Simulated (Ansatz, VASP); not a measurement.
## Cd: VASP beside Ansatz

```
Cd
1.0
     2.91806    0.00000    0.00000
    -1.45903    2.52712    0.00000
     0.00000    0.00000    5.50297
Cd
2
Cartesian
  0.0000 1.6847 1.3757
  1.4590 0.8424 4.1272
```

Change from the starting cell: volume scaled by 0.94, crystal datasets.

Alike in both runs: task electric field gradients; functional PBEsol; k mesh 16 × 16 × 7; occupations fermi-dirac, width 0.05 eV; no spin polarisation.

|  | VASP | Ansatz |
| --- | --- | --- |
| version | VASP 6.6.1 | Ansatz 0.2.0 |
| potentials or method | VASP PAW PBE potentials, release 64 (Cd), cutoff 520 eV | all-electron PAW with datasets made for the crystal, scalar-relativistic |

```tsv
	VASP	Ansatz	Ansatz less VASP
pressure (GPa)	2.9	2.4	-0.47
traceless stress, the component that is largest in VASP (GPa)	-1.41	-1.21	+0.206
size of Vzz on the site where it differs most (V/Å²)	88.6	81.9	-6.73
```

VASP's potentials were made for PBE, not for PBEsol. Ansatz ran all-electron here, and VASP with PAW potentials.
